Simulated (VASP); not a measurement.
A run of VASP 6.6.1 is set up as follows.

Contents of INCAR:

```
PREC     = Accurate       # precision mode
ENCUT    = 520            # plane-wave cutoff, eV
EDIFF    = 1E-7           # SCF threshold, eV
ISMEAR   = 0              # smearing method
SIGMA    = 0.1            # smearing width, eV
LREAL    = F              # projectors in reciprocal space
LASPH    = T              # aspherical terms in the spheres
NELM     = 80             # most SCF steps
ALGO     = Normal         # electronic algorithm
ISIF     = 2              # what is computed and relaxed
LWAVE    = F              # write WAVECAR
LCHARG   = T              # write CHGCAR
GGA      = PE             # functional
LELF     = T              # ELF
LVHAR    = T            
NBANDS   = 12             # bands
```

KPOINTS

```
Automatic mesh
0
Gamma
  8 8 8
```

POSCAR

```
Ta
1.0
   -1.6081817416      1.6081817416      1.6081817416
    1.6081817416     -1.6081817416      1.6081817416
    1.6081817416      1.6081817416     -1.6081817416
Ta
1
Direct
    0.0000000000      0.0000000000      0.0000000000
```

Potentials or basis: VASP PAW PBE potentials, release 64 (Ta_pv).

Run with:

```sh
$ cat potpaw_PBE.64/Ta_pv/POTCAR > POTCAR
$ mpirun -np 1 vasp_std > vasp.out
```

(1) Estimate the pressure.

Answers

(1) 20.9 GPa.
